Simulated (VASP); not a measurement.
Here is a VASP 6.6.1 calculation.

Contents of INCAR:

```
SYSTEM = NaCl
PREC = Accurate
ENCUT = 520
EDIFF = 1E-6
ISMEAR = 0
SIGMA = 0.02
LREAL = .False.
LASPH = .True.
NELM = 60
ALGO = Normal
ISIF = 2
LWAVE = .False.
LCHARG = .False.
GGA = PE
NBANDS = 14
```

KPOINTS

```
Automatic mesh
0
Gamma
  6 6 4
  0 0 0
```

Contents of POSCAR:

```
NaCl
1.0
    3.8526632531      0.0000000000      0.0000000000
    0.0000000000      3.8526632531      0.0000000000
    0.0000000000      0.0000000000      6.2996541086
Na Cl
1 1
Direct
    0.5000000000      0.5000000000      0.5000000000
    0.0000000000      0.0000000000      0.5000000000
```

Potentials or basis: VASP PAW PBE potentials, release 64 (Na_pv, Cl).

Command:

```bash
$ cat potpaw_PBE.64/Na_pv/POTCAR potpaw_PBE.64/Cl/POTCAR > POTCAR
$ mpirun -np 1 vasp_std > vasp.out
```

Q: What does it give for the band gap on the k mesh?

A: 4.57 eV (least direct gap 4.63 eV).

Q: Predict the pressure.

A: 0.0 GPa.

A k mesh can miss the band edges.
